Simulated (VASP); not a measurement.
# AlCo (Pm-3m) in VASP: further runs

AlCo is run at these levels: PBE, LDA; tasks: single point.

Program: VASP 6.6.1. These are calculated values, not measurements. Logs are shortened: lines on timing, memory, paths and dates and some standing lists are left out, and cuts for length are marked.

### 1 The cell of the first run

Symmetry: Pm-3m, No. 221, cubic system. The conventional cell has a = 2.819 Å, b = 2.819 Å, c = 2.819 Å, α = 90.00°, β = 90.00°, γ = 90.00°. Co (site symmetry m-3m) has 8 Al at 2.44 Å and 6 Co at 2.82 Å within 3.2 Å. Within 3.2 Å of Al (site symmetry m-3m) lie 8 Co at 2.44 Å and 6 Al at 2.82 Å.

### 2 Single point, PBE, collinear spin, ferromagnetic start

INCAR reads:

```
PREC = Accurate
ENCUT = 520
EDIFF = 1E-7
ISMEAR = -1
SIGMA = 0.05
LREAL = False
LASPH = True
NELM = 150
ALGO = Normal
ISIF = 2
LWAVE = False
LCHARG = False
ISPIN = 2
MAGMOM = 3 0
LORBIT = 11
NUPDOWN = 3.0
LMAXMIX = 4
GGA = PE
NBANDS = 17
```

KPOINTS reads:

```
Automatic mesh
0
Gamma
  8 8 8
```

POSCAR reads:

```
AlCo
1.0
    2.8194032100      0.0000000000      0.0000000000
    0.0000000000      2.8194032100      0.0000000000
    0.0000000000      0.0000000000      2.8194032100
Co Al
1 1
Direct
    0.5000000000      0.5000000000      0.5000000000
    0.0000000000      0.0000000000      0.0000000000
```

Potentials or basis: VASP PAW PBE potentials, release 64 (Co, Al).

On the command line:

```
> cat potpaw_PBE.64/Co/POTCAR potpaw_PBE.64/Al/POTCAR > POTCAR
> mpirun -np 1 vasp_std > vasp.out
```

OUTCAR:

```text
PREC = Accurate
   ENCUT = 520
   EDIFF = 1E-7
   ISMEAR = -1
   LREAL = False
   LASPH = True
   NELM = 150
   ISIF = 2
   ISPIN = 2
   LORBIT = 11
   NUPDOWN = 3.0
   GGA = PE

 ion  position               nearest neighbor table
   1  0.500  0.500  0.500-   2 2.44   2 2.44   2 2.44   2 2.44   2 2.44   2 2.44   2 2.44   2 2.44

   2  0.000  0.000  0.000-   1 2.44   1 2.44   1 2.44   1 2.44   1 2.44   1 2.44   1 2.44   1 2.44

  LATTYP: Found a simple cubic cell.
 ALAT       =     2.8194032100

  Lattice vectors:

 A1 = (   2.8194032100,   0.0000000000,   0.0000000000)
 A2 = (   0.0000000000,   2.8194032100,   0.0000000000)
 A3 = (   0.0000000000,   0.0000000000,   2.8194032100)

Analysis of symmetry for initial positions (statically):
=====================================================================
 Subroutine PRICEL returns:
 Original cell was already a primitive cell.

 Routine SETGRP: Setting up the symmetry group for a
 simple cubic supercell.

 Subroutine GETGRP returns: Found 48 space group operations
 (whereof 48 operations were pure point group operations)
 out of a pool of 48 trial point group operations.

The static configuration has the point symmetry O_h .

Analysis of symmetry for dynamics (positions and initial velocities):
=====================================================================
 Subroutine PRICEL returns:
 Original cell was already a primitive cell.

 Routine SETGRP: Setting up the symmetry group for a
 simple cubic supercell.

 Subroutine GETGRP returns: Found 48 space group operations
 (whereof 48 operations were pure point group operations)
 out of a pool of 48 trial point group operations.

The dynamic configuration has the point symmetry O_h .

Analysis of structural, dynamic, and magnetic symmetry:
=====================================================================
 Subroutine PRICEL returns:
 Original cell was already a primitive cell.

 Routine SETGRP: Setting up the symmetry group for a
 simple cubic supercell.

 Subroutine GETGRP returns: Found 48 space group operations
 (whereof 48 operations were pure point group operations)
 out of a pool of 48 trial point group operations.

The overall configuration has the point symmetry O_h .

 Subroutine INISYM returns: Found 48 space group operations
 (whereof 48 operations are pure point group operations),
 and found     1 'primitive' translations

----------------------------------------------------------------------------------------

                                     Primitive cell

  volume of cell :      22.4115

  direct lattice vectors                    reciprocal lattice vectors
     2.819403210  0.000000000  0.000000000     0.354684990  0.000000000  0.000000000
     0.000000000  2.819403210  0.000000000     0.000000000  0.354684990  0.000000000
     0.000000000  0.000000000  2.819403210     0.000000000  0.000000000  0.354684990

  length of vectors
     2.819403210  2.819403210  2.819403210     0.354684990  0.354684990  0.354684990

  position of ions in fractional coordinates (direct lattice)
     0.500000000  0.500000000  0.500000000
     0.000000000  0.000000000  0.000000000

  ion indices of the primitive-cell ions
   primitive index   ion index
                 1           1
                 2           2

----------------------------------------------------------------------------------------

 KPOINTS: Automatic mesh

Automatic generation of k-mesh.
 Grid dimensions read from file:
 generate k-points for:    8    8    8

 Generating k-lattice:

  Cartesian coordinates                     Fractional coordinates (reciprocal lattice)
     0.044335624  0.000000000  0.000000000     0.125000000  0.000000000  0.000000000
     0.000000000  0.044335624  0.000000000     0.000000000  0.125000000  0.000000000
     0.000000000  0.000000000  0.044335624     0.000000000  0.000000000  0.125000000

  Length of vectors
     0.044335624  0.044335624  0.044335624

  Shift w.r.t. Gamma in fractional coordinates (k-lattice)
     0.000000000  0.000000000  0.000000000

 Subroutine IBZKPT returns following result:
 ===========================================

 Found     35 irreducible k-points:

 Following reciprocal coordinates:
            Coordinates               Weight
  0.000000  0.000000  0.000000      1.000000
  0.125000  0.000000  0.000000      6.000000
  0.250000  0.000000  0.000000      6.000000
  0.375000  0.000000  0.000000      6.000000
  0.500000  0.000000  0.000000      3.000000
  0.125000  0.125000  0.000000     12.000000
[... 16 lines left out ...]
  0.375000  0.375000  0.125000     24.000000
  0.500000  0.375000  0.125000     24.000000
 [... further k-points ...]
   k-points           NKPTS =     35   k-points in BZ     NKDIM =     35   number of bands    NBANDS=     17
   number of dos      NEDOS =    301   number of ions     NIONS =      2
   total plane-waves  NPLWV =  13824
   dimension x,y,z NGX =    24 NGY =   24 NGZ =   24
   dimension x,y,z NGXF=    48 NGYF=   48 NGZF=   48
   ions per type =               1   1
   NGX,Y,Z   is equivalent  to a cutoff of  14.15, 14.15, 14.15 a.u.
   NGXF,Y,Z  is equivalent  to a cutoff of  28.30, 28.30, 28.30 a.u.
 SYSTEM =  unknown system
   PREC   = accura    normal or accurate (medium, high low for compatibility)
   ISTART =      0    job   : 0-new  1-cont  2-samecut
   ICHARG =      2    charge: 1-file 2-atom 10-const
   ISPIN  =      2    spin polarized calculation?
   LNONCOLLINEAR =      F non collinear calculations
   LSORBIT =      F    spin-orbit coupling
   LASPH  =      T    aspherical Exc in radial PAW
   ENCUT  =  520.0 eV  38.22 Ry    6.18 a.u.   5.24  5.24  5.24*2*pi/ulx,y,z
   NELM   =    150;   NELMIN=  2; NELMDL= -5     # of ELM steps
   EDIFF  = 0.1E-06   stopping-criterion for ELM
   LREAL  =      F    real-space projection
   EDIFFG = 0.1E-05   stopping-criterion for IOM
   NSW    =      0    number of steps for IOM
   IBRION =     -1    ionic relax: 0-MD 1-quasi-New 2-CG
   NFREE  =      0    steps in history (QN), initial steepest desc. (CG)
   ISIF   =      2    stress and relaxation
   ISYM   =      2    0-nonsym 1-usesym 2-fastsym
   POTIM  = 0.5000    time-step for ionic-motion
   TEBEG  =    0.0;   TEEND  =   0.0 temperature during run
   PSTRESS=    0.0 pullay stress
   NELECT =      12.0000    total number of electrons
   NUPDOWN=       3.0000    fix difference up-down
   EMIN   =  10.00;   EMAX   =-10.00  energy-range for DOS
   EFERMI =   0.00;   METHOD = LEGACY
   ISMEAR =    -1;   SIGMA  =   0.05  broadening in eV -4-tet -1-fermi 0-gaus
   EFERMI_NEDOS =   21; number of points for ismear=-14 and -15
   IALGO  =     38    algorithm
   IMIX   =      4    mixing-type and parameters
     AMIX     =   0.40;   BMIX     =  1.00
     AMIX_MAG =   1.60;   BMIX_MAG =  1.00
  volume/ion in A,a.u.               =      11.21        75.62
  Fermi-wavevector in a.u.,A,eV,Ry     =   1.329366  2.512138 24.044423  1.767215
  Thomas-Fermi vector in A             =   2.458534
   LORBIT       =     11    0 simple, 1 ext, 2 COOP (PROOUT), +10 PAW based schemes
   GGA     = PE    functional components
   LHFCALC =     F    Hartree Fock is set to
   AEXX    =    0.0000 exact exchange contribution
   IVDW    =     0    specifies the selected vdW correction
   LEPSILON=     F    determine dielectric tensor
   LRPA    =     F    only Hartree local field effects (RPA)
 spin polarized calculation
  energy-cutoff  :      520.00
  volume of cell :       22.41
 maximum number of plane-waves:       624
 NGX is ok and might be reduce to    24
   NGX = 11   NGY = 11   NGZ = 11

 number of electron      11.9999995 magnetization       2.9999998

 Free energy of the ion-electron system (eV)
  ---------------------------------------------------
  ext. energy  EPLUGINS =         0.00000000
  ---------------------------------------------------
  free energy    TOTEN  =        -8.73325186 eV

  energy without entropy =       -8.70710956  energy(sigma->0) =       -8.72018071

 E-fermi :   9.7596     XC(G=0): -12.4477

 val. band max:       14.3515303486   @ k =   0.3750   0.2500   0.0000
 cond. band min:       9.7954859284   @ k =   0.2500   0.2500   0.1250
 fundamental gap:     -4.5560444202
 Fermi energy:        14.3733443978

 spin component 1

 k-point     1 :       0.0000    0.0000    0.0000
  band No.  band energies     occupation
      1      -0.6054      1.00000
      2       6.2146      1.00000
      3       6.2146      1.00000
      4       8.0245      1.00000
      5       8.0245      1.00000
      6       8.0245      1.00000
[... 9 lines left out ...]
     16      34.6610      0.00000
     17      34.6610      0.00000
[... 441 lines left out ...]
 k-point    24 :       0.5000    0.3750    0.1250
  band No.  band energies     occupation
      1       4.6445      1.00000
      2       6.0052      1.00000
      3       6.7704      1.00000
      4       7.0531      1.00000
      5       7.8767      1.00000
      6       8.5930      1.00000
[... 9 lines left out ...]
     16      32.6697      0.00000
     17      35.9487      0.00000

 [... further k-points ...]

 spin component 2

 k-point     1 :       0.0000    0.0000    0.0000
  band No.  band energies     occupation
      1       0.1659      1.00000
      2       8.1541      1.00000
      3       8.1541      1.00000
      4      10.2798      0.00003
      5      10.2798      0.00003
      6      10.2798      0.00003
[... 9 lines left out ...]
     16      35.3987      0.00000
     17      35.3987      0.00000
[... 441 lines left out ...]
 k-point    24 :       0.5000    0.3750    0.1250
  band No.  band energies     occupation
      1       5.8821      1.00000
      2       7.2182      1.00000
      3       8.3899      1.00000
      4       8.9734      1.00000
      5       9.9124      0.04502
      6      10.1830      0.00021
[... 9 lines left out ...]
     16      33.3738      0.00000
     17      36.5431      0.00000

 [... further k-points ...]
[... 5 lines left out ...]
  --------------------------------------------------------------------------------------
  -------------------------------------------------------------------------------------
  Total        6.3808571      6.3808571      6.3808571     -0.0000000      0.0000000      0.0000000
  in kB      456.1608719    456.1608719    456.1608719     -0.0000000      0.0000000      0.0000000
  external PRESSURE =     456.1608719 kB  Pullay stress =       0.0000000 kB

 VOLUME and BASIS-vectors are now :
 -----------------------------------------------------------------------------
  energy-cutoff  :      520.00
  volume of cell :       22.41
      direct lattice vectors                 reciprocal lattice vectors
     2.819403210  0.000000000  0.000000000     0.354684990  0.000000000  0.000000000
     0.000000000  2.819403210  0.000000000     0.000000000  0.354684990  0.000000000
     0.000000000  0.000000000  2.819403210     0.000000000  0.000000000  0.354684990

 POSITION                                       TOTAL-FORCE (eV/Angst)
 -----------------------------------------------------------------------------------
      1.40970      1.40970      1.40970         0.000000      0.000000      0.000000
      0.00000      0.00000      0.00000         0.000000      0.000000      0.000000
 -----------------------------------------------------------------------------------
    total drift:                                0.000000     -0.000000     -0.000000

  FREE ENERGIE OF THE ION-ELECTRON SYSTEM (eV)
  ---------------------------------------------------
  free  energy   TOTEN  =        -8.7332518569 eV

  energy  without entropy=       -8.7071095609  energy(sigma->0) =       -8.72018071

 total charge

# of ion       s       p       d       tot
------------------------------------------
    1        0.537   0.634   7.195   8.365
    2        0.428   0.463   0.000   0.891
--------------------------------------------------
tot          0.965   1.097   7.195   9.256

 magnetization (x)

# of ion       s       p       d       tot
------------------------------------------
    1        0.110   0.200   2.137   2.448
    2        0.045   0.076   0.000   0.121
--------------------------------------------------
tot          0.155   0.276   2.137   2.568
```

Wall time 21 s (1 thread of Intel Xeon Platinum 8488C (Sapphire Rapids), shared host); peak memory 0.16 GiB.

What came out:

```yaml
Free_energy: -8.7333 eV
Pressure: 45.6 GPa
Net_moment: 3.00 μB per cell
Site_moments: Co +2.45; Al +0.12 μB
Valence_electrons_inside_the_program's_atomic_spheres: Co 8.37; Al 0.89
```

Caveat: the total moment is fixed, so each spin has its own Fermi level.

### 3 Single point, PBE, collinear spin, ferromagnetic start

INCAR reads:

```
SYSTEM = AlCo
ALGO     = Normal         ! electronic algorithm
EDIFF    = 1E-7           ! SCF threshold, eV
ENCUT    = 520            ! plane-wave cutoff, eV
GGA      = PE             ! functional
ISIF     = 2              ! what is computed and relaxed
ISMEAR   = -1             ! smearing method
ISPIN    = 2              ! spin polarisation
LASPH    = .TRUE.         ! aspherical terms in the spheres
LCHARG   = .FALSE.        ! write CHGCAR
LMAXMIX  = 4              ! l up to which the mixer works
LORBIT   = 11             ! projections on sites
LREAL    = .FALSE.        ! projectors in reciprocal space
LWAVE    = .FALSE.        ! write WAVECAR
MAGMOM   = 4 0            ! initial moments
NBANDS   = 17             ! bands
NELM     = 150            ! most SCF steps
NUPDOWN  = 4.0            ! fixed moment
PREC     = Accurate       ! precision mode
SIGMA    = 0.05           ! smearing width, eV
```

KPOINTS reads:

```
k-points
0
G
  8 8 8
  0 0 0
```

POSCAR is that of step 2.

Potentials or basis: VASP PAW PBE potentials, release 64 (Co, Al).

On the command line:

```
> cat potpaw_PBE.64/Co/POTCAR potpaw_PBE.64/Al/POTCAR > POTCAR
> mpirun -np 1 vasp_std > vasp.out
```

Wall time 26 s (1 thread of Intel Xeon Platinum 8488C (Sapphire Rapids), shared host); peak memory 0.16 GiB.

The run converged. Its results:

```yaml
Free_energy: -6.0526 eV
Pressure: 68.4 GPa
Net_moment: 4.00 μB per cell
Site_moments: Co +3.01; Al +0.25 μB
Valence_electrons_inside_the_program's_atomic_spheres: Co 8.26; Al 0.93
```

Caveat: the total moment is fixed, so each spin has its own Fermi level.

### 4 Single point, LDA, collinear spin, ferromagnetic start (volume scaled by 0.94)

INCAR reads:

```
ALGO = Normal ; EDIFF = 1E-6
ENCUT = 520 ; GGA = CA
ISIF = 2 ; ISMEAR = -1
ISPIN = 2 ; LASPH = T
LCHARG = F ; LMAXMIX = 4
LORBIT = 11 ; LREAL = F
LWAVE = F ; MAGMOM = 2 0
NBANDS = 17 ; NELM = 150
PREC = Accurate ; SIGMA = 0.05
```

KPOINTS reads:

```
k-points
0
Gamma
  9 9 9
```

POSCAR reads:

```
AlCo
1.0
    2.7618482194      0.0000000000      0.0000000000
    0.0000000000      2.7618482194      0.0000000000
    0.0000000000      0.0000000000      2.7618482194
Co Al
1 1
Direct
    0.5000000000      0.5000000000      0.5000000000
    0.0000000000      0.0000000000      0.0000000000
```

Potentials or basis: VASP PAW LDA potentials, release 64 (Co, Al).

On the command line:

```
> cat potpaw_LDA.64/Co/POTCAR potpaw_LDA.64/Al/POTCAR > POTCAR
> mpirun -np 1 vasp_std > vasp.out
```

It took 18 s on 1 thread of Intel Xeon Platinum 8259CL at 2.50GHz (Skylake/Cascade Lake), shared host; peak memory 0.14 GiB.

The run converged. Its results:

```yaml
Free_energy: -13.6972 eV
Pressure: 8.1 GPa
Band_gap_on_the_k_mesh: zero (filled and empty bands overlap)
Net_moment: 0.00 μB per cell
Valence_electrons_inside_the_program's_atomic_spheres: Co 8.67; Al 0.89
```

Levels at points of the mesh, in eV from the Fermi level:
Spin up:
```
           k point  band 4  band 5  band 6  band 7  band 8  band 9
(0.00, 0.00, 0.00)   -0.90   -0.90   -0.90    6.45    6.45    6.45
```
Spin down:
```
           k point  band 2  band 3  band 4  band 5  band 6  band 7  band 8  band 9  band 10  band 11
(0.00, 0.00, 0.00)   -3.42   -3.42   -0.90   -0.90   -0.90    6.45    6.45    6.45     9.23     9.23
```

Caveat: the starting moments collapsed, and a magnetic state may lie lower.
